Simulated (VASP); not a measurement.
Crystal: MnO.

```
Mn O
1.0
     0.00000    2.22391    2.22391
     2.22391    0.00000    2.22391
     2.22391    2.22391    0.00000
Mn O
1 1
Direct
  0.00000 0.00000 0.00000
  0.50000 0.50000 0.50000
```

Base run:

- Program: VASP 6.6.1
- Functional: BLYP
- Potentials or basis: VASP PAW PBE potentials, release 64 (Mn_pv, O)
- Cutoff: 520 eV
- k mesh: 10 × 10 × 10
- Occupations: fermi-dirac, width 0.05 eV
- Spin: collinear spin, ferromagnetic start
- Starting moments: [4.0, 0.0] μB

Its results: pressure 3.9 GPa; net moment 4.70 μB per cell; site moments Mn +4.27; O +0.23 μB.

Problem. The run is repeated on the same cell with these changes: functional from BLYP to revPBE. What comes out?

Solution. Pressure 4.3 GPa; net moment 4.81 μB per cell; site moments Mn +4.37; O +0.20 μB.

Caveats: the PAW data sets were made with another functional, which shifts forces and pressure a little; a cell with one magnetic atom can't hold antiferromagnetic order, which such compounds often take.
